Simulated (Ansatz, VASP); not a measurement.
# HgTe in VASP and in Ansatz

The input POSCAR:

```
HgTe
1.0
   -0.1170000935      3.2708325294      3.2708325294
    3.2708325294     -0.1170000935      3.2708325294
    3.2708325294      3.2708325294     -0.1170000935
Hg Te
1 1
Direct
   -0.0033987033     -0.0033987033     -0.0033987033
    0.2533987033      0.2533987033      0.2533987033
```

File INCAR.step1:

```
SYSTEM = HgTe
PREC = Accurate
ENCUT = 520
ISMEAR = -1
SIGMA = 0.02
LREAL = .False.
LASPH = .True.
NELM = 80
NBANDS = 16
GGA = PE
ALGO = Normal
EDIFF = 1E-4
LWAVE = .True.
LCHARG = .False.
```

File INCAR.step2:

```
SYSTEM = HgTe
PREC = Accurate
ENCUT = 520
EDIFF = 1E-7
ISMEAR = -1
SIGMA = 0.02
LREAL = .False.
LASPH = .True.
NELM = 80
ALGO = Normal
ISIF = 2
LWAVE = .False.
LCHARG = .False.
METAGGA = R2SCAN
LMIXTAU = .True.
NBANDS = 16
ISTART = 1
```

The input KPOINTS:

```
regular mesh
0
Gamma
  6 6 6
  0 0 0
```

Input for Ansatz:

```yaml
crystal:
  lattice:
    - [-0.1170000935, 3.2708325294, 3.2708325294]
    - [3.2708325294, -0.1170000935, 3.2708325294]
    - [3.2708325294, 3.2708325294, -0.1170000935]
  atoms:
    - { symbol: Hg, position: [-0.0033987033, -0.0033987033, -0.0033987033] }
    - { symbol: Te, position: [0.2533987033, 0.2533987033, 0.2533987033] }
kpoints:
  mp_grid: { grid: [6, 6, 6] }
  band_path:
    path:
      - [0.0, 0.0, 0.0]
      - [-0.5, -0.5, 0.0]
      - [-0.375, -0.375, 0.25]
      - [-0.375, 0.0, 0.375]
      - [0.0, 0.0, 0.5]
      - [-0.5, -0.25, 0.25]
      - [-0.036458, 0.0, 0.033854]
    npoints: 1
hamiltonian:
  xc: r2scan
scf:
  occupations: { method: fermi_dirac, width: 0.02 }
  n_extra_bands: 4
output:
  forces: true
  stress: true
  eigenvalues: true
```

Change from the starting cell: epitaxial_111 strain +3.0%.

Alike in both runs: task single point; functional r2SCAN; k mesh 6 × 6 × 6; occupations fermi-dirac, width 0.02 eV; no spin polarisation.

|  | VASP | Ansatz |
| --- | --- | --- |
| version | VASP 6.6.1 | Ansatz 0.2.0 |
| potentials or method | VASP PAW PBE potentials, release 64 (Hg, Te) | plane waves, PAW |
| plane-wave cutoff (eV) | 520 | 500 |
| valence electrons in the cell | 18 | 36 |

```csv
,VASP,Ansatz,Ansatz less VASP
pressure (GPa),-1.3,-1.3,-0.05
"traceless stress, the component that is largest in VASP (GPa)",0.66,0.66,-0.003
```

VASP's potentials were made for PBE, not for r2SCAN. With one functional, cell and mesh, what is left measures potentials, basis and numerics. VASP's potentials hold 18 valence electrons a cell and Ansatz's 36, so a difference there can come from the potentials and not from the codes.

Neither program's run includes spin-orbit coupling.
